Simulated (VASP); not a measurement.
# Ti (P6_3/mmc) in VASP: a series of runs, part 2 of 2

VASP 6.6.1. Earlier steps stand in the parts before.

**5. Single point, PBEsol**

This run uses another cell than the first one, of 18.34 Å³/atom, 1.095 times its volume.

The input, INCAR:

```
SYSTEM = Ti
PREC = Accurate ; ENCUT = 520
EDIFF = 1E-7 ; ISMEAR = 1
SIGMA = 0.1 ; LREAL = .False.
LASPH = .True. ; NELM = 80
ALGO = Normal ; ISIF = 2
LWAVE = .False. ; LCHARG = .False.
GGA = PS ; NBANDS = 19
```

The input, KPOINTS:

```
regular mesh
0
Gamma
  10 10 6
  0 0 0
```

The input, POSCAR:

```
Ti
1.0
    2.9888202413      0.0000000000      0.0000000000
   -1.4944101206      2.5883943159      0.0000000000
    0.0000000000      0.0000000000      4.7415860099
Ti
2
Direct
    0.3333333333      0.6666666667      0.2500000000
    0.6666666667      0.3333333333      0.7500000000
```

Potentials or basis: VASP PAW PBE potentials, release 64 (Ti_sv).

Launch:

```sh
$ cat potpaw_PBE.64/Ti_sv/POTCAR > POTCAR
$ mpirun -np 1 vasp_std > vasp.out
```

OUTCAR:

```text
SYSTEM = Ti
   PREC = Accurate
   ENCUT = 520
   EDIFF = 1E-7
   ISMEAR = 1
   LREAL = .False.
   LASPH = .True.
   NELM = 80
   ISIF = 2
   GGA = PS

 ion  position               nearest neighbor table
   1  0.333  0.667  0.250-
   2  0.667  0.333  0.750-

  LATTYP: Found a hexagonal cell.
 ALAT       =     2.9888202413
 C/A-ratio  =     1.5864406780

  Lattice vectors:

 A1 = (   2.9888202413,   0.0000000000,   0.0000000000)
[... 716 lines left out ...]

------------------------ aborting loop because EDIFF is reached ----------------------------------------

  FORCE on cell =-STRESS in cart. coord.  units (eV):
  Direction    XX          YY          ZZ          XY          YZ          ZX
  --------------------------------------------------------------------------------------
  -------------------------------------------------------------------------------------
  Total       -2.1258490     -2.1258491     -2.2149004     -0.0000000      0.0000000      0.0000000
  in kB      -92.8515437    -92.8515480    -96.7410762     -0.0000000      0.0000000      0.0000000
  external PRESSURE =     -94.1480560 kB  Pullay stress =       0.0000000 kB

 VOLUME and BASIS-vectors are now :
 -----------------------------------------------------------------------------
  energy-cutoff  :      520.00
  volume of cell :       36.68
      direct lattice vectors                 reciprocal lattice vectors
     2.988820241  0.000000000  0.000000000     0.334580175  0.193169950  0.000000000
    -1.494410121  2.588394316  0.000000000     0.000000000  0.386339900  0.000000000
     0.000000000  0.000000000  4.741586010     0.000000000  0.000000000  0.210899897

 POSITION                                       TOTAL-FORCE (eV/Angst)
 -----------------------------------------------------------------------------------
     -0.00000      1.72560      1.18540         0.000000     -0.000000      0.000000
      1.49441      0.86280      3.55619        -0.000000      0.000000      0.000000
 -----------------------------------------------------------------------------------
    total drift:                               -0.000000      0.000000     -0.000000

  FREE ENERGIE OF THE ION-ELECTRON SYSTEM (eV)
  ---------------------------------------------------
  free  energy   TOTEN  =       -16.5714711308 eV

  energy  without entropy=      -16.5702578134  energy(sigma->0) =      -16.57106669
```

stdout:

```text
POSCAR found type information on POSCAR Ti
 POSCAR found :  1 types and       2 ions
 scaLAPACK will be used
 -----------------------------------------------------------------------------
|                                                                             |
|                                                                             |
|     You enforced a specific xc type in the INCAR file but a different       |
|     I HOPE YOU KNOW WHAT YOU ARE DOING!                                     |
|                                                                             |
 -----------------------------------------------------------------------------

 LDA part: xc-table for (Slater+PW92), standard interpolation
 POSCAR, INCAR and KPOINTS ok, starting setup
 FFT: planning ... GRIDC
 FFT: planning ... GRID_SOFT
 FFT: planning ... GRID
 WAVECAR not read
 entering main loop
```

Run time: 18 s. Hardware: 1 thread of Intel Xeon Platinum 8488C (Sapphire Rapids), shared host; peak memory 0.16 GiB.

What came out:

```
Free energy            : -16.5715 eV
Pressure               : -9.4 GPa
Band gap on the k mesh : zero (band 12 reaches 8.39 eV, above the bottom of band 13 at 7.41 eV)
```

Levels at points of the mesh, in eV from the Fermi level:
```csv
k point,band 10,band 11,band 12,band 13,band 14,band 15
"(0.00, 0.00, 0.00)",-2.55,0.65,0.75,0.75,0.85,1.21
"(0.50, 0.00, 0.00)",-2.00,-1.70,-0.64,0.48,0.58,1.10
"(0.00, 0.00, 0.50)",-4.28,0.09,0.09,0.66,0.66,0.66
"(0.50, 0.00, 0.50)",-2.40,-0.74,-0.74,1.21,1.21,1.64
```

Caveat: the PAW data sets were made with another functional, which shifts forces and pressure a little.

**6. Single point, PBEsol**

This run uses another cell than the first one, of 18.87 Å³/atom, 1.126 times its volume.

The input, INCAR:

```
SYSTEM = Ti
  ALGO = Normal
  EDIFF = 1E-7
  ENCUT = 520
  GGA = PS
  ISIF = 2
  ISMEAR = 1
  LASPH = .TRUE.
  LCHARG = .FALSE.
  LREAL = .FALSE.
  LWAVE = .FALSE.
  NBANDS = 19
  NELM = 80
  PREC = Accurate
  SIGMA = 0.1
```

The input, KPOINTS:

```
k-points
0
G
  10 10 6
  0 0 0
```

The input, POSCAR:

```
Ti
1.0
    3.0172869092      0.0000000000      0.0000000000
   -1.5086434546      2.6130471741      0.0000000000
    0.0000000000      0.0000000000      4.7867466899
Ti
2
Direct
    0.3333333333      0.6666666667      0.2500000000
    0.6666666667      0.3333333333      0.7500000000
```

Potentials or basis: VASP PAW PBE potentials, release 64 (Ti_sv).

Launch:

```sh
$ cat potpaw_PBE.64/Ti_sv/POTCAR > POTCAR
$ mpirun -np 1 vasp_std > vasp.out
```

It took 18 s on 1 thread of Intel Xeon Platinum 8488C (Sapphire Rapids), shared host; peak memory 0.16 GiB.

The run converged. Its results:

```
Free energy            : -16.5020 eV
Pressure               : -11.7 GPa
Band gap on the k mesh : zero (band 12 reaches 8.08 eV, above the bottom of band 13 at 7.12 eV)
```

Stress tensor (GPa, compression positive):
```
-11.51   0.00   0.00
  0.00 -11.51   0.00
  0.00   0.00 -11.94
```

Levels at points of the mesh, in eV from the Fermi level:
```
           k point  band 10  band 11  band 12  band 13  band 14  band 15
(0.00, 0.00, 0.00)    -2.49     0.58     0.73     0.73     0.82     1.17
(0.50, 0.00, 0.00)    -1.93    -1.64    -0.66     0.46     0.56     1.06
(0.00, 0.00, 0.50)    -4.24     0.09     0.09     0.65     0.65     0.65
(0.50, 0.00, 0.50)    -2.33    -0.72    -0.72     1.14     1.14     1.58
```

Caveat: the PAW data sets were made with another functional, which shifts forces and pressure a little.

**7. Summary**

```tsv
cell	gap on the mesh (eV)	pressure (GPa)
a = 2.900, b = 2.900, c = 4.601 Å, angles 90.0, 90.0, 120.0°, 2 atoms	none	-0.5
a = 2.930, b = 2.930, c = 4.649 Å, angles 90.0, 90.0, 120.0°, 2 atoms	none	-3.9
a = 2.960, b = 2.960, c = 4.696 Å, angles 90.0, 90.0, 120.0°, 2 atoms	none	-6.8
a = 2.989, b = 2.989, c = 4.742 Å, angles 90.0, 90.0, 120.0°, 2 atoms	none	-9.4
a = 3.017, b = 3.017, c = 4.787 Å, angles 90.0, 90.0, 120.0°, 2 atoms	none	-11.7
```

Alike in all rows: task single point; level PBEsol; potentials or basis VASP PAW PBE potentials, release 64 (Ti_sv); no spin polarisation; k mesh 10 × 10 × 6; cutoff (eV) 520; smearing methfessel-paxton 0.1 eV.

Caveats: the PAW data sets were made with another functional, which shifts forces and pressure a little.

Absolute energies hang on the potentials; compare differences alone.
